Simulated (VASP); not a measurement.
W, 1 atom in the cell. The typed cell holds 1 atom: a = 2.767 Å, b = 2.716 Å, c = 2.686 Å, α = 109.53°, β = 109.14°, γ = 108.09°. 

| Quantity | Value |
| --- | --- |
| Program | VASP 6.6.1 |
| Task | single point |
| Functional | PBE |
| Potentials or basis | VASP PAW PBE potentials, release 64 (W_sv) |
| Cutoff | 520 eV |
| k mesh | 19 × 19 × 19 |
| Occupations | fermi-dirac, width 0.05 eV |
| Spin | no spin polarisation |
| Dipole correction | no |
| Further INCAR settings | ALGO = Fast; EDIFF = 1e-07; NBANDS = 13 |

Potentials or basis: VASP PAW PBE potentials, release 64 (W_sv).

The run is started by

```console
$ cat potpaw_PBE.64/W_sv/POTCAR > POTCAR
$ mpirun -np 1 vasp_std > vasp.out
```

Hardware: 1 thread of Intel(R) Xeon(R) Platinum 8259CL CPU @ 2.50GHz (Skylake/Cascade Lake) (shared host).

Q: How long does it take, and how much memory?

A: It took 7 min on 1 thread of Intel(R) Xeon(R) Platinum 8259CL CPU @ 2.50GHz (Skylake/Cascade Lake), with other jobs on the host, peak memory 0.71 GiB. Counts: scf iterations 13, k points 3430.
